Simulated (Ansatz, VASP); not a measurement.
# One calculation of Sn, two programs

```xyz
1
Lattice="-1.8189 1.8189 1.7431 1.8189 -1.8189 1.7431 1.8189 1.8189 -1.7431" Properties=species:S:1:pos:R:3 pbc="T T T"
Sn    0.0000    0.0000    0.0000
```

Change from the starting cell: strain -0.040 along x and y, -0.080 along z, atoms carried along.

Alike in both runs: task single point; functional r2SCAN; k mesh 18 × 18 × 18; occupations gaussian, width 0.15 eV; no spin polarisation.

|  | VASP | Ansatz |
| --- | --- | --- |
| version | VASP 6.6.1 | Ansatz 0.2.0 |
| potentials or method | VASP PAW PBE potentials, release 64 (Sn_d), cutoff 520 eV | scalar-relativistic, plane waves, PAW |
| valence electrons in the cell | 14 | 14 |

|  | VASP | Ansatz | Ansatz less VASP |
| --- | --- | --- | --- |
| gap on the k mesh at the Fermi level (eV) | none | none | - |
| pressure (GPa) | 11.8 | 11.7 | -0.07 |
| traceless stress, the component that is largest in VASP (GPa) | -0.68 | -0.69 | -0.005 |

VASP's potentials were made for PBE, not for r2SCAN. A gap of «none» marks a metal or a gap that the smearing closes. The functional is the same, so the differences come from potentials, cutoffs and numerics.
